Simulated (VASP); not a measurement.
# W (P6/mmm) in VASP: relaxation of cell and atoms with PBEsol

Aim: the relaxation of cell and atoms of W with PBEsol.

All numbers are computed with VASP 6.6.1; they aren't measurements. Logs are shortened: lines on timing, memory, paths and dates and some standing lists are left out, and cuts for length are marked.

### 1 The cell of the first run

Symmetry: P6/mmm, No. 191, hexagonal system. The conventional cell has a = 4.655 Å, b = 4.655 Å, c = 2.565 Å, α = 90.00°, β = 90.00°, γ = 120.00°. W (site symmetry 6/mmm) has 14 W at 2.57 to 2.98 Å within 3.4 Å. Within 3.4 Å of W (site symmetry -6m2) lie 11 W at 2.57 to 2.98 Å.

This isn't the form of W at room conditions, which is bcc.

### 2 Relaxation of cell and atoms, PBEsol

Contents of INCAR:

```
SYSTEM = W
  PREC = Accurate
  ENCUT = 600
  EDIFF = 1E-7
  ISMEAR = 0
  SIGMA = 0.1
  LREAL = .False.
  LASPH = .True.
  NELM = 80
  ALGO = Fast
  ISIF = 3
  LWAVE = .False.
  LCHARG = .False.
  GGA = PS
  IBRION = 2
  NSW = 100
  EDIFFG = -0.01
```

Contents of KPOINTS:

```
regular mesh
0
Gamma
  12 12 18
  0 0 0
```

Contents of POSCAR:

```
W
1.0
    4.6549256644      0.0000000000      0.0000000000
   -2.3274628322      4.0312838781      0.0000000000
    0.0000000000      0.0000000000      2.5651912417
W
3
Direct
    0.0000000000      0.0000000000      0.0000000000
    0.3333333333      0.6666666667      0.5000000000
    0.6666666667      0.3333333333      0.5000000000
```

Potentials or basis: VASP PAW PBE potentials, release 64 (W_sv).

Run with:

```sh
$ cat potpaw_PBE.64/W_sv/POTCAR > POTCAR
$ mpirun -np 1 vasp_std > vasp.out
```

OUTCAR:

```text
SYSTEM = W
   PREC = Accurate
   ENCUT = 600
   EDIFF = 1E-7
   ISMEAR = 0
   LREAL = .False.
   LASPH = .True.
   NELM = 80
   ISIF = 3
   GGA = PS
   IBRION = 2
   NSW = 100
   EDIFFG = -0.01

 ion  position               nearest neighbor table
   1  0.000  0.000  0.000-   2 2.98   3 2.98   2 2.98   3 2.98   3 2.98   3 2.98   2 2.98   2 2.98
                             3 2.98   3 2.98   2 2.98   2 2.98
   2  0.333  0.667  0.500-   3 2.69   3 2.69   3 2.69   1 2.98   1 2.98   1 2.98   1 2.98   1 2.98
                             1 2.98
   3  0.667  0.333  0.500-   2 2.69   2 2.69   2 2.69   1 2.98   1 2.98   1 2.98   1 2.98   1 2.98
                             1 2.98

  LATTYP: Found a hexagonal cell.
 ALAT       =     4.6549256644
 C/A-ratio  =     0.5510702913

  Lattice vectors:

 A1 = (   4.6549256644,   0.0000000000,   0.0000000000)
 A2 = (  -2.3274628322,   4.0312838781,   0.0000000000)
 A3 = (   0.0000000000,   0.0000000000,   2.5651912417)

Analysis of symmetry for initial positions (statically):
=====================================================================
 Subroutine PRICEL returns:
 Original cell was already a primitive cell.

 Routine SETGRP: Setting up the symmetry group for a
 hexagonal supercell.

 Subroutine GETGRP returns: Found 24 space group operations
 (whereof 24 operations were pure point group operations)
 out of a pool of 24 trial point group operations.

The static configuration has the point symmetry D_6h.

Analysis of symmetry for dynamics (positions and initial velocities):
=====================================================================
 Subroutine PRICEL returns:
 Original cell was already a primitive cell.

 Routine SETGRP: Setting up the symmetry group for a
 hexagonal supercell.

 Subroutine GETGRP returns: Found 24 space group operations
 (whereof 24 operations were pure point group operations)
 out of a pool of 24 trial point group operations.

The dynamic configuration has the point symmetry D_6h.

 Subroutine INISYM returns: Found 24 space group operations
 (whereof 24 operations are pure point group operations),
 and found     1 'primitive' translations

----------------------------------------------------------------------------------------

                                     Primitive cell
[... 99 lines left out ...]
   ISIF   =      3    stress and relaxation
   ISYM   =      2    0-nonsym 1-usesym 2-fastsym
   POTIM  = 0.5000    time-step for ionic-motion
   TEBEG  =    0.0;   TEEND  =   0.0 temperature during run
   PSTRESS=    0.0 pullay stress
   NELECT =      42.0000    total number of electrons
   NUPDOWN=      -1.0000    fix difference up-down
   EMIN   =  10.00;   EMAX   =-10.00  energy-range for DOS
   EFERMI =   0.00;   METHOD = LEGACY
   ISMEAR =     0;   SIGMA  =   0.10  broadening in eV -4-tet -1-fermi 0-gaus
   EFERMI_NEDOS =   21; number of points for ismear=-14 and -15
   IALGO  =     68    algorithm
   IMIX   =      4    mixing-type and parameters
     AMIX     =   0.40;   BMIX     =  1.00
     AMIX_MAG =   1.60;   BMIX_MAG =  1.00
  volume/ion in A,a.u.               =      16.05       108.28
  Fermi-wavevector in a.u.,A,eV,Ry     =   1.564345  2.956184 33.295856  2.447176
  Thomas-Fermi vector in A             =   2.666983
   LORBIT       =      0    0 simple, 1 ext, 2 COOP (PROOUT), +10 PAW based schemes
   GGA     = PS    functional components
   LHFCALC =     F    Hartree Fock is set to
   AEXX    =    0.0000 exact exchange contribution
   IVDW    =     0    specifies the selected vdW correction
   LEPSILON=     F    determine dielectric tensor
   LRPA    =     F    only Hartree local field effects (RPA)
 conjugate gradient relaxation of ions
 non-spin polarized calculation
 RMM-DIIS sequential band-by-band and
 Gauss-broadening in eV      SIGMA  =   0.10
  energy-cutoff  :      600.00
  volume of cell :       48.14
 maximum number of plane-waves:      1636
 NGX is ok and might be reduce to    40
   NGX = 19   NGY = 19   NGZ = 11

--------------------------------------- Ionic step        1  -------------------------------------------

 number of electron      42.0000002 magnetization

 Free energy of the ion-electron system (eV)
  ---------------------------------------------------
  ext. energy  EPLUGINS =         0.00000000
  ---------------------------------------------------
  free energy    TOTEN  =       -39.74276761 eV

  energy without entropy =      -39.72030843  energy(sigma->0) =      -39.73153802

------------------------ aborting loop because EDIFF is reached ----------------------------------------

  FORCE on cell =-STRESS in cart. coord.  units (eV):
  Direction    XX          YY          ZZ          XY          YZ          ZX
  --------------------------------------------------------------------------------------
  -------------------------------------------------------------------------------------
  Total       -0.0412069     -0.0412069      1.2970348      0.0000000      0.0000000      0.0000000
  in kB       -1.3715283     -1.3715283     43.1704269      0.0000000      0.0000000      0.0000000
  external PRESSURE =      13.4757901 kB  Pullay stress =       0.0000000 kB
[... 172 lines left out ...]
--------------------------------------- Ionic step        6  -------------------------------------------

 number of electron      42.0000005 magnetization

 Free energy of the ion-electron system (eV)
  ---------------------------------------------------
  ext. energy  EPLUGINS =         0.00000000
  ---------------------------------------------------
  free energy    TOTEN  =       -39.74708270 eV

  energy without entropy =      -39.72360824  energy(sigma->0) =      -39.73534547

 E-fermi :  10.8344     XC(G=0): -13.6454

 val. band max:       10.8330241532   @ k =   0.4167   0.0000   0.5000
 cond. band min:      10.8371712073   @ k =   0.2500   0.0833   0.2778
 fundamental gap:      0.0041470540
 Fermi energy:        10.8344499862

 k-point     1 :       0.0000    0.0000    0.0000
  band No.  band energies     occupation
      1     -63.1196      2.00000
      2     -62.9412      2.00000
      3     -62.8358      2.00000
      4     -27.5273      2.00000
      5     -27.5273      2.00000
      6     -27.4659      2.00000
[... 661 lines left out ...]
     24      12.4867      0.00000
     25      14.2246      0.00000

 [... further k-points ...]

------------------------ aborting loop because EDIFF is reached ----------------------------------------

  FORCE on cell =-STRESS in cart. coord.  units (eV):
  Direction    XX          YY          ZZ          XY          YZ          ZX
  --------------------------------------------------------------------------------------
  -------------------------------------------------------------------------------------
  Total        0.0013181      0.0013181      0.0045496      0.0000000     -0.0000000     -0.0000000
  in kB        0.0437106      0.0437106      0.1508697      0.0000000     -0.0000000     -0.0000000
  external PRESSURE =       0.0794303 kB  Pullay stress =       0.0000000 kB
[... 18 lines left out ...]
  FREE ENERGIE OF THE ION-ELECTRON SYSTEM (eV)
  ---------------------------------------------------
  free  energy   TOTEN  =       -39.7470827028 eV

  energy  without entropy=      -39.7236082395  energy(sigma->0) =      -39.73534547

 reached required accuracy - stopping structural energy minimisation
```

OSZICAR:

```text
N       E                     dE             d eps       ncg     rms          rms(c)
DAV:   1     0.498145075148E+03    0.49815E+03   -0.26695E+04  9508   0.217E+03
DAV:   2    -0.196785630279E+02   -0.51782E+03   -0.51293E+03 10203   0.617E+02
[... 69 lines left out ...]
RMM:   5    -0.397470981942E+02   -0.29716E-04   -0.17649E-04 10917   0.103E-01    0.897E-02
RMM:   6    -0.397470792638E+02    0.18930E-04   -0.15317E-04 10087   0.102E-01    0.829E-03
RMM:   7    -0.397470823278E+02   -0.30640E-05   -0.33379E-05 12499   0.421E-02    0.590E-03
RMM:   8    -0.397470827183E+02   -0.39047E-06   -0.39110E-06 11551   0.148E-02    0.495E-03
RMM:   9    -0.397470827272E+02   -0.89067E-08   -0.10161E-06  9158   0.907E-03    0.695E-04
RMM:  10    -0.397470827028E+02    0.24408E-07   -0.27728E-07  6234   0.430E-03
   6 F= -.39747083E+02 E0= -.39735345E+02  d E =-.315328E-03
```

Run time: 16 min. Hardware: 1 thread of Oxide Virtual Turin-like, shared host; peak memory 0.32 GiB.

Results:

```
Free energy                           : -39.7471 eV
Relaxed volume                        : 16.11 Å³/atom
Relaxed cell                          : a = 4.648 Å, b = 4.648 Å, c = 2.582 Å, α = 90.00°, β = 90.00°, γ = 120.00°
Space group after relaxing (to 0.1 Å) : P6/mmm (No. 191)
Energy gained by relaxing             : 1.4 meV/atom
Ionic steps                           : 6
Pressure after relaxing               : 0.0 GPa
Band gap on the k mesh                : zero (bands 21 and 22 overlap by 0.93 eV)
```

Step by step:
| step | energy change (eV) | largest force (eV/Å) | pressure (GPa) | volume (Å³) |
| --- | --- | --- | --- | --- |
| 1 | 0.0000 | 0.0000 | 1.35 | 48.14 |
| 2 | 0.0167 | 0.0000 | -4.71 | 49.08 |
| 3 | -0.0040 | 0.0000 | -0.61 | 48.42 |
| 4 | -0.0040 | 0.0000 | -0.57 | 48.42 |
| 5 | -0.0033 | 0.0000 | 1.08 | 48.13 |
| 6 | -0.0043 | 0.0000 | 0.01 | 48.32 |

Final structure:
```
W
1.0
     4.64819    0.00000    0.00000
    -2.32409    4.02545    0.00000
     0.00000    0.00000    2.58218
W
3
Direct
  0.00000 0.00000 0.00000
  0.33333 0.66667 0.50000
  0.66667 0.33333 0.50000
```

Caveat: the PAW data sets were made with another functional, which shifts forces and pressure a little; spin-orbit coupling is left out, which moves the levels of the heavy elements.
